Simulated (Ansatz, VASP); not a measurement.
One calculation of Ru, two programs

INCAR

```
ALGO = Normal ; EDIFF = 1E-6
EDIFFG = -0.01 ; ENCUT = 600
GGA = CA ; IBRION = 2
ISIF = 3 ; ISMEAR = -1
ISPIN = 2 ; LASPH = True
LCHARG = False ; LMAXMIX = 4
LORBIT = 11 ; LREAL = False
LWAVE = False ; MAGMOM = 1 1
NELM = 150 ; NSW = 80
PREC = Accurate ; SIGMA = 0.05
```

KPOINTS

```
k-points
0
Gamma
  13 13 8
```

POSCAR

```
Ru
1.0
    2.7038898633      0.0000000000      0.0000000000
   -1.3519449316      2.3416373106      0.0000000000
    0.0000000000      0.0000000000      4.2816800000
Ru
2
Direct
    0.3333333333      0.6666666667      0.2500000000
    0.6666666667      0.3333333333      0.7500000000
```

Input for Ansatz:

```yaml
crystal:
  lattice:
    - [2.7038898633, 0.0, 0.0]
    - [-1.3519449316, 2.3416373106, 0.0]
    - [0.0, 0.0, 4.28168]
  atoms:
    - { symbol: Ru, position: [0.3333333333, 0.6666666667, 0.25], spin: 1.0 }
    - { symbol: Ru, position: [0.6666666667, 0.3333333333, 0.75], spin: 1.0 }
hamiltonian:
  xc: lda
  pseudopotentials:
    kind: paw
    azcp:
      Ru: "pseudopotentials/Ru.paw.azcp"
basis:
  ecutwfc: 420
  fft_grid_basis: typed
kpoints:
  mp_grid: { grid: [13, 13, 8], shift: [0, 0, 0] }
magnetization:
  spin_polarized: true
scf:
  occupations: { method: fermi_dirac, width: 0.05 }
relax:
  max_steps: 60
  f_tol: 0.01
  cell: {}
```

Alike in both runs: task relaxation of cell and atoms; functional LDA; k mesh 13 × 13 × 8; occupations fermi-dirac, width 0.05 eV; collinear spin.

|  | VASP | Ansatz |
| --- | --- | --- |
| version | VASP 6.6.1 | Ansatz 0.2.0 |
| potentials or method | VASP PAW LDA potentials, release 64 (Ru_pv), cutoff 600 eV | plane waves (420 eV) with PAW, scalar-relativistic |
| valence electrons in the cell | 28 | 32 |

Ansatz gave:

* net moment per atom (μB): 0.00
* relaxed volume (Å³/atom): 13.09
* relaxed length of the cell vector where the two differ most in proportion (Å): 4.215

Task: Estimate VASP's values.

Result: net moment per atom (μB): 0.00; relaxed volume (Å³/atom): 13.12; relaxed length of the cell vector where the two differ most in proportion (Å): 4.219.

Ansatz warns that its potentials were made for another functional, while VASP's fit it. LDA's correlation is that of Perdew and Zunger in VASP and of Perdew and Wang (1992) in Ansatz. VASP's potentials hold 28 valence electrons a cell and Ansatz's 32, so a difference there can come from the potentials and not from the codes. Ansatz's warnings: seeded moment not kept.
